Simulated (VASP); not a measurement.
# SiB6 in VASP: further runs

Runs on SiB6. Level: PBE. Tasks: single point, relaxation of cell and atoms.

Everything below comes from runs of VASP 6.6.1. Logs are shortened: lines on timing, memory, paths and dates and some standing lists are left out, and cuts for length are marked.

### Step 1. The cell of the first run

The structure is hexagonal, space group P-62m (No. 189). Conventional cell: a = 3.618 Å, b = 3.618 Å, c = 6.205 Å, α = 90.00°, β = 90.00°, γ = 120.00°. Si (site symmetry -62m) has 6 B at 1.72 to 1.90 Å within 2.3 Å. B (site symmetry -6) has 6 B at 2.09 Å within 2.8 Å. Within 2.3 Å of B (site symmetry m2m) lie 2 Si at 1.72 to 1.90 Å and 4 B at 1.82 Å. B (site symmetry -62m) has 6 B at 2.09 Å within 2.8 Å.

### Step 2. Single point, PBE

INCAR

```
PREC     = Accurate       # precision mode
ENCUT    = 520            # plane-wave cutoff, eV
EDIFF    = 1E-6           # SCF threshold, eV
ISMEAR   = 0              # smearing method
SIGMA    = 0.1            # smearing width, eV
LREAL    = False          # projectors in reciprocal space
LASPH    = True           # aspherical terms in the spheres
NELM     = 80             # most SCF steps
ALGO     = Normal         # electronic algorithm
ISIF     = 2              # what is computed and relaxed
LWAVE    = False          # write WAVECAR
LCHARG   = True           # write CHGCAR
GGA      = PE             # functional
LELF     = True           # ELF
LVHAR    = True         
NBANDS   = 20             # bands
```

KPOINTS

```
Automatic mesh
0
Gamma
  6 6 4
```

POSCAR

```
SiB6
1.0
    3.6183225700      0.0000000000      0.0000000000
   -1.8091612900      3.1335592700      0.0000000000
    0.0000000000      0.0000000000      6.2051358000
Si B
1 6
Direct
    0.0000000000      0.0000000000      0.5000000000
    0.3333333300      0.6666666700      0.0000000000
    0.6666666700      0.3333333300      0.0000000000
    0.4748320800      0.0000000000      0.5000000000
    0.0000000000      0.4748320800      0.5000000000
    0.5251679200      0.5251679200      0.5000000000
    0.0000000000      0.0000000000      0.0000000000
```

Potentials or basis: VASP PAW PBE potentials, release 64 (Si, B).

Run with:

```console
$ cat potpaw_PBE.64/Si/POTCAR potpaw_PBE.64/B/POTCAR > POTCAR
$ mpirun -np 1 vasp_std > vasp.out
```

OUTCAR:

```text
PREC = Accurate
   ENCUT = 520
   EDIFF = 1E-6
   ISMEAR = 0
   LREAL = False
   LASPH = True
   NELM = 80
   ISIF = 2
   GGA = PE

 ion  position               nearest neighbor table
   1  0.000  0.000  0.500-   4 1.72   6 1.72   5 1.72   4 1.90   6 1.90   5 1.90
   2  0.333  0.667  0.000-   3 2.09   7 2.09   3 2.09   7 2.09   7 2.09   3 2.09
   3  0.667  0.333  0.000-   2 2.09   7 2.09   2 2.09   7 2.09   7 2.09   2 2.09
   4  0.475  0.000  0.500-   1 1.72   5 1.82   5 1.82   6 1.82   6 1.82   1 1.90
   5  0.000  0.475  0.500-   1 1.72   6 1.82   6 1.82   4 1.82   4 1.82   1 1.90
   6  0.525  0.525  0.500-   1 1.72   5 1.82   5 1.82   4 1.82   4 1.82   1 1.90
   7  0.000  0.000  0.000-   2 2.09   3 2.09   3 2.09   2 2.09   3 2.09   2 2.09

  LATTYP: Found a hexagonal cell.
 ALAT       =     3.6183225700
 C/A-ratio  =     1.7149205688

  Lattice vectors:

 A1 = (   3.6183225700,   0.0000000000,   0.0000000000)
 A2 = (  -1.8091612900,   3.1335592700,   0.0000000000)
 A3 = (   0.0000000000,   0.0000000000,   6.2051358000)

Analysis of symmetry for initial positions (statically):
=====================================================================
 Subroutine PRICEL returns:
 Original cell was already a primitive cell.

 Routine SETGRP: Setting up the symmetry group for a
 hexagonal supercell.

 Subroutine GETGRP returns: Found 12 space group operations
 (whereof 12 operations were pure point group operations)
 out of a pool of 24 trial point group operations.

The static configuration has the point symmetry D_3h.

Analysis of symmetry for dynamics (positions and initial velocities):
=====================================================================
 Subroutine PRICEL returns:
 Original cell was already a primitive cell.

 Routine SETGRP: Setting up the symmetry group for a
 hexagonal supercell.

 Subroutine GETGRP returns: Found 12 space group operations
 (whereof 12 operations were pure point group operations)
 out of a pool of 24 trial point group operations.

The dynamic configuration has the point symmetry D_3h.

 Subroutine INISYM returns: Found 12 space group operations
 (whereof 12 operations are pure point group operations),
 and found     1 'primitive' translations

----------------------------------------------------------------------------------------

                                     Primitive cell

  volume of cell :      70.3552

  direct lattice vectors                    reciprocal lattice vectors
     3.618322570  0.000000000  0.000000000     0.276371158  0.159562963  0.000000000
    -1.809161290  3.133559270  0.000000000     0.000000000  0.319125925  0.000000000
     0.000000000  0.000000000  6.205135800     0.000000000  0.000000000  0.161156828

  length of vectors
     3.618322570  3.618322577  6.205135800     0.319125925  0.319125925  0.161156828

  position of ions in fractional coordinates (direct lattice)
     0.000000000  0.000000000  0.500000000
     0.333333330  0.666666670  0.000000000
     0.666666670  0.333333330  0.000000000
     0.474832080  0.000000000  0.500000000
     0.000000000  0.474832080  0.500000000
     0.525167920  0.525167920  0.500000000
     0.000000000  0.000000000  0.000000000

  ion indices of the primitive-cell ions
   primitive index   ion index
                 1           1
                 2           2
                 3           3
                 4           4
                 5           5
                 6           6
                 7           7

----------------------------------------------------------------------------------------

 KPOINTS: Automatic mesh

Automatic generation of k-mesh.
 Grid dimensions read from file:
 generate k-points for:    6    6    4

 Generating k-lattice:

  Cartesian coordinates                     Fractional coordinates (reciprocal lattice)
     0.046061860  0.026593827  0.000000000     0.166666667  0.000000000  0.000000000
     0.000000000  0.053187654  0.000000000     0.000000000  0.166666667  0.000000000
     0.000000000  0.000000000  0.040289207     0.000000000  0.000000000  0.250000000

  Length of vectors
     0.053187654  0.053187654  0.040289207

  Shift w.r.t. Gamma in fractional coordinates (k-lattice)
     0.000000000  0.000000000  0.000000000

 Subroutine IBZKPT returns following result:
 ===========================================

 Found     21 irreducible k-points:

 Following reciprocal coordinates:
            Coordinates               Weight
  0.000000  0.000000  0.000000      1.000000
  0.166667 -0.000000  0.000000      6.000000
  0.333333  0.000000  0.000000      6.000000
  0.500000 -0.000000  0.000000      3.000000
  0.166667  0.166667  0.000000      6.000000
  0.333333  0.166667  0.000000     12.000000
[... 13 lines left out ...]
  0.333333  0.166667  0.500000     12.000000
  0.333333  0.333333  0.500000      2.000000
   k-points           NKPTS =     21   k-points in BZ     NKDIM =     21   number of bands    NBANDS=     20
[... 62 lines left out ...]
  free energy    TOTEN  =       -33.10557021 eV

  energy without entropy =      -33.09057477  energy(sigma->0) =      -33.09807249

 E-fermi :   5.7086     XC(G=0): -10.6028

 val. band max:        5.6836183984   @ k =   0.3333   0.1667   0.2500
 cond. band min:       5.7486029241   @ k =   0.3333   0.1667   0.5000
 fundamental gap:      0.0649845257
 Fermi energy:         5.7086201708

 k-point     1 :       0.0000    0.0000    0.0000
  band No.  band energies     occupation
      1     -10.3529      2.00000
      2      -6.7435      2.00000
      3      -1.9517      2.00000
      4      -1.6953      2.00000
      5      -1.6953      2.00000
      6      -1.3788      2.00000
[... 12 lines left out ...]
     19      10.5570      0.00000
     20      10.6155      0.00000

 k-point     2 :       0.1667   -0.0000    0.0000
  band No.  band energies     occupation
      1     -10.0333      2.00000
      2      -6.4202      2.00000
      3      -3.0114      2.00000
      4      -1.8999      2.00000
      5      -1.5814      2.00000
      6      -1.5507      2.00000
[... 12 lines left out ...]
     19       9.8820      0.00000
     20      10.7686      0.00000

 k-point     3 :       0.3333    0.0000    0.0000
  band No.  band energies     occupation
      1      -9.0858      2.00000
      2      -5.4654      2.00000
      3      -5.3535      2.00000
      4      -2.2744      2.00000
      5      -1.7656      2.00000
      6      -1.6583      2.00000
[... 12 lines left out ...]
     19      11.0931      0.00000
     20      12.5651      0.00000

 k-point     4 :       0.5000   -0.0000    0.0000
  band No.  band energies     occupation
      1      -7.7918      2.00000
      2      -7.1941      2.00000
      3      -3.8631      2.00000
      4      -3.8473      2.00000
      5      -2.4419      2.00000
      6      -1.8462      2.00000
[... 12 lines left out ...]
     19      12.4959      0.00000
     20      13.2747      0.00000

 k-point     5 :       0.1667    0.1667    0.0000
  band No.  band energies     occupation
      1      -9.3986      2.00000
      2      -5.7759      2.00000
      3      -4.0509      2.00000
      4      -3.8457      2.00000
      5      -0.7505      2.00000
      6      -0.4872      2.00000
[... 12 lines left out ...]
     19      11.5578      0.00000
     20      11.6483      0.00000
[... 284 lines left out ...]
      6      -1.8202      2.00000
[... 12 lines left out ...]
     19      13.1189      0.00000
     20      13.1545      0.00000

 k-point    19 :       0.1667    0.1667    0.5000
  band No.  band energies     occupation
      1      -9.3571      2.00000
      2      -6.0088      2.00000
      3      -4.0331      2.00000
      4      -3.8274      2.00000
      5      -0.4720      2.00000
      6      -0.3195      2.00000
[... 12 lines left out ...]
     19      11.5396      0.00000
     20      11.5773      0.00000

 k-point    20 :       0.3333    0.1667    0.5000
  band No.  band energies     occupation
      1      -8.1284      2.00000
      2      -6.1998      2.00000
      3      -4.6954      2.00000
      4      -4.4135      2.00000
      5      -2.7639      2.00000
      6      -1.0086      2.00000
[... 12 lines left out ...]
     19      12.6748      0.00000
     20      13.2681      0.00000

 k-point    21 :       0.3333    0.3333    0.5000
  band No.  band energies     occupation
      1      -6.9996      2.00000
      2      -6.2846      2.00000
      3      -6.2846      2.00000
      4      -3.1085      2.00000
      5      -3.0897      2.00000
      6      -3.0897      2.00000
[... 12 lines left out ...]
     19      14.7069      0.00000
     20      14.9076      0.00000

------------------------ aborting loop because EDIFF is reached ----------------------------------------

  FORCE on cell =-STRESS in cart. coord.  units (eV):
  Direction    XX          YY          ZZ          XY          YZ          ZX
  --------------------------------------------------------------------------------------
  -------------------------------------------------------------------------------------
  Total        5.0610842      5.0610842      0.6739487     -0.0000000     -0.0000000     -0.0000000
  in kB      115.2544379    115.2544383     15.3476159     -0.0000002     -0.0000000     -0.0000000
  external PRESSURE =      81.9521640 kB  Pullay stress =       0.0000000 kB

 VOLUME and BASIS-vectors are now :
 -----------------------------------------------------------------------------
  energy-cutoff  :      520.00
  volume of cell :       70.36
      direct lattice vectors                 reciprocal lattice vectors
     3.618322570  0.000000000  0.000000000     0.276371158  0.159562963  0.000000000
    -1.809161290  3.133559270  0.000000000     0.000000000  0.319125925  0.000000000
     0.000000000  0.000000000  6.205135800     0.000000000  0.000000000  0.161156828

 POSITION                                       TOTAL-FORCE (eV/Angst)
 -----------------------------------------------------------------------------------
      0.00000      0.00000      3.10257        -0.000000      0.000000      0.000000
     -0.00000      2.08904      0.00000         0.000000      0.000000      0.000000
      1.80916      1.04452      0.00000         0.000000      0.000000      0.000000
      1.71810      0.00000      3.10257         4.516755      0.000000      0.000000
     -0.85905      1.48791      3.10257        -2.258377      3.911624     -0.000000
      0.95011      1.64564      3.10257        -2.258377     -3.911624     -0.000000
      0.00000      0.00000      0.00000         0.000000      0.000000      0.000000
 -----------------------------------------------------------------------------------
    total drift:                                0.000000      0.000000      0.000000

  FREE ENERGIE OF THE ION-ELECTRON SYSTEM (eV)
  ---------------------------------------------------
  free  energy   TOTEN  =       -33.1055702134 eV

  energy  without entropy=      -33.0905747749  energy(sigma->0) =      -33.09807249
```

It took 27 s on 1 thread of Intel Xeon 6975P-C, shared host; peak memory 0.18 GiB.

Results:

| Property | Result |
| --- | --- |
| Free energy | -33.1056 eV |
| Pressure | 8.2 GPa |
| Largest force | 4.517 eV/Å |
| Band gap on the k mesh | zero (band 11 reaches 6.57 eV, above the bottom of band 12 at 4.87 eV) |

Forces in eV/Å, atoms in the order of the input:
```
Si   0.000  0.000  0.000
B    0.000  0.000  0.000
B    0.000  0.000  0.000
B    4.517  0.000  0.000
B   -2.258  3.912  0.000
B   -2.258 -3.912  0.000
B    0.000  0.000  0.000
```

Caveat: forces of over 1 eV/Å act on the atoms, so gaps and moduli don't describe the material at rest.

### Step 3. Single point, PBE

This run uses another cell than the first one, of 12.36 Å³/atom, 1.230 times its volume.

INCAR

```
SYSTEM = SiB6
  ALGO = Normal
  EDIFF = 1E-7
  ENCUT = 520
  GGA = PE
  ISIF = 2
  ISMEAR = 0
  LASPH = .True.
  LCHARG = .True.
  LELF = .True.
  LREAL = .False.
  LVHAR = .True.
  LWAVE = .False.
  NBANDS = 20
  NELM = 100
  PREC = Accurate
  SIGMA = 0.1
```

KPOINTS

```
k-points
0
Gamma
  6 6 4
  0 0 0
```

POSCAR

```
SiB6
1.0
    3.6422241684      0.0000000029      0.0000000000
   -1.8211120867      3.1542586547      0.0000000000
    0.0000000000      0.0000000000      7.5335577165
Si B
1 6
Direct
    0.0000000000      0.0000000000      0.5000000000
    0.3333333333      0.6666666667      0.0000000000
    0.6666666667      0.3333333333      0.0000000000
    0.4999998229      0.0000000000      0.5000000000
    0.0000000000      0.4999998229      0.5000000000
    0.5000001771      0.5000001771      0.5000000000
    0.0000000000      0.0000000000      0.0000000000
```

Potentials or basis: VASP PAW PBE potentials, release 64 (Si, B).

Run with:

```console
$ cat potpaw_PBE.64/Si/POTCAR potpaw_PBE.64/B/POTCAR > POTCAR
$ mpirun -np 1 vasp_std > vasp.out
```

It took 33 s on 1 thread of Intel Xeon 6975P-C, shared host; peak memory 0.2 GiB.

The run converged. Its results:

- Free energy: -33.8992 eV
- Pressure: -0.1 GPa
- Band gap on the k mesh: zero (band 11 reaches 4.74 eV, above the bottom of band 12 at 2.96 eV)

Stress tensor (GPa, compression positive):
```
-0.25  0.00  0.00
 0.00 -0.25  0.00
 0.00  0.00  0.06
```

Levels at points of the mesh, in eV from the Fermi level:
```csv
k point,band 9,band 10,band 11,band 12,band 13,band 14
"(0.00, 0.00, 0.00)",-2.04,-2.01,-2.01,-1.15,-1.15,0.99
"(0.50, 0.00, 0.00)",-3.47,-1.59,-0.49,-0.39,0.75,2.69
"(0.00, 0.00, 0.50)",-2.03,-2.02,-2.02,-1.17,-1.17,1.17
"(0.50, 0.00, 0.50)",-3.17,-1.60,-1.01,-0.93,0.75,2.74
```

### Step 4. Relaxation of cell and atoms, PBE

INCAR

```
SYSTEM = SiB6
  PREC = Accurate
  ENCUT = 600
  EDIFF = 1E-6
  ISMEAR = 0
  SIGMA = 0.1
  LREAL = .False.
  LASPH = .True.
  NELM = 60
  ALGO = Normal
  ISIF = 3
  LWAVE = .False.
  LCHARG = .False.
  GGA = PE
  IBRION = 2
  NSW = 90
  EDIFFG = -0.04
```

KPOINTS

```
regular mesh
0
Gamma
  6 6 4
  0 0 0
```

POSCAR

```
SiB6
1.0
    3.6183225700      0.0000000000      0.0000000000
   -1.8091612900      3.1335592700      0.0000000000
    0.0000000000      0.0000000000      6.2051358000
Si B
1 6
Direct
    0.0000000000      0.0000000000      0.5000000000
    0.3333333300      0.6666666700      0.0000000000
    0.6666666700      0.3333333300      0.0000000000
    0.4748320800      0.0000000000      0.5000000000
    0.0000000000      0.4748320800      0.5000000000
    0.5251679200      0.5251679200      0.5000000000
    0.0000000000      0.0000000000      0.0000000000
```

Run with:

```console
$ cat potpaw_PBE.64/Si/POTCAR potpaw_PBE.64/B/POTCAR > POTCAR
$ mpirun -np 1 vasp_std > vasp.out
```

Run time: 8.5 min. Hardware: 1 thread of Intel Xeon 6975P-C, shared host; peak memory 0.21 GiB.

It converged, with:

- Free energy: -33.8974 eV
- Relaxed volume: 12.25 Å³/atom
- Relaxed cell: a = 3.639 Å, b = 3.639 Å, c = 7.477 Å, α = 90.00°, β = 90.00°, γ = 120.00°
- Space group after relaxing (to 0.05 Å): P6/mmm (No. 191)
- Energy gained by relaxing: 112.4 meV/atom
- Ionic steps: 37
- Pressure after relaxing: 0.2 GPa
- Largest force after relaxing: 0.034 eV/Å
- Band gap on the k mesh: zero (band 11 reaches 4.82 eV, above the bottom of band 12 at 3.04 eV)

Forces in eV/Å, atoms in the order of the input:
```
Si   0.000  0.000  0.000
B    0.000  0.000  0.000
B    0.000  0.000  0.000
B    0.034  0.000  0.000
B   -0.017  0.029  0.000
B   -0.017 -0.029  0.000
B    0.000  0.000  0.000
```

Step by step:
```tsv
step	energy change (eV)	largest force (eV/Å)	pressure (GPa)	volume (Å³)
1	0.0000	4.5162	8.17	70.36
2	0.4727	5.0593	-3.88	75.68
3	-0.6423	0.0832	-0.86	72.50
4	-0.6432	0.0427	-0.67	72.43
5	-0.6431	0.1169	-0.55	72.38
6	-0.6457	0.0427	1.22	72.02
7	-0.6463	0.0061	0.69	72.13
8	-0.6479	0.0371	0.46	72.44
9	-0.6502	0.1548	-0.16	73.29
10	-0.6513	0.1114	-0.14	73.43
11	-0.6540	0.0197	-0.12	73.82
12	-0.6593	0.2847	-0.10	74.60
13	-0.6731	0.8256	0.23	76.16
14	-0.6245	1.9564	1.61	79.24
15	-0.6744	0.9912	0.41	76.64
16	-0.6745	0.9968	0.42	76.66
17	-0.6749	1.0136	0.45	76.73
18	-0.6756	1.0474	0.50	76.87
19	-0.6764	1.1151	0.61	77.14
20	-0.6756	1.2515	0.84	77.68
21	-0.6765	1.1535	0.67	77.29
22	-0.6776	1.1447	0.68	77.32
23	-0.6811	1.1180	0.70	77.40
24	-0.6878	1.0646	0.74	77.56
25	-0.7001	0.9576	0.82	77.88
26	-0.7210	0.7423	0.98	78.53
27	-0.7506	0.3060	1.31	79.81
28	-0.7605	0.5946	2.24	82.34
29	-0.7653	0.2535	1.84	81.40
30	-0.7704	0.2441	1.37	81.99
31	-0.7797	0.2165	0.04	83.77
32	-0.7735	0.1646	-2.33	87.38
33	-0.7811	0.1991	-0.76	84.92
34	-0.7847	0.0333	-0.54	85.37
35	-0.7858	0.1140	-0.34	85.76
36	-0.7867	0.0528	0.09	85.75
37	-0.7868	0.0338	0.23	85.74
```

Final structure:
```
Si B
1.0
     3.63880    0.00000    0.00000
    -1.81940    3.15129    0.00000
     0.00000    0.00000    7.47723
Si B
1 6
Cartesian
  0.0000 0.0000 3.7386
  0.0000 2.1009 0.0000
  1.8194 1.0504 0.0000
  -0.0007 3.1513 3.7386
  -0.9093 1.5750 3.7386
  0.9101 1.5763 3.7386
  0.0000 0.0000 0.0000
```

Levels at points of the mesh, in eV from the Fermi level:
```
           k point  band 8  band 9  band 10  band 11  band 12  band 13  band 14  band 15
(0.00, 0.00, 0.00)   -2.04   -2.04    -2.01    -2.01    -1.15    -1.15     1.00     1.98
(0.50, 0.00, 0.00)   -3.70   -3.49    -1.57    -0.47    -0.36     0.75     2.68     3.07
(0.00, 0.00, 0.50)   -2.03   -2.03    -2.02    -2.02    -1.16    -1.16     1.19     1.95
(0.50, 0.00, 0.50)   -3.47   -3.18    -1.59    -1.02    -0.94     0.75     2.74     3.40
```

Caveat: the volume moved by over 15 % at a fixed basis, so the end points are rough.

### Step 5. Summary

| task | cell | cutoff (eV) | gap on the mesh (eV) | pressure (GPa) | largest force (eV/Å) |
| --- | --- | --- | --- | --- | --- |
| single point | a = 3.618, b = 3.618, c = 6.205 Å, angles 90.0, 90.0, 120.0°, 7 atoms | 520 | none | 8.2 | 4.52 |
| single point | a = 3.642, b = 3.642, c = 7.534 Å, angles 90.0, 90.0, 120.0°, 7 atoms | 520 | none | -0.1 | - |
| relaxation of cell and atoms | relaxed from a = 3.618, b = 3.618, c = 6.205 Å, angles 90.0, 90.0, 120.0°, 7 atoms | 600 | none | 0.2 | 0.03 |

Alike in all rows: level PBE; potentials or basis VASP PAW PBE potentials, release 64 (Si, B); no spin polarisation; k mesh 6 × 6 × 4; smearing gaussian 0.1 eV.

Caveats: forces of over 1 eV/Å act on the atoms, so gaps and moduli don't describe the material at rest (some runs); the volume moved by over 15 % at a fixed basis, so the end points are rough (some runs).

Absolute energies hang on the potentials; compare differences alone.
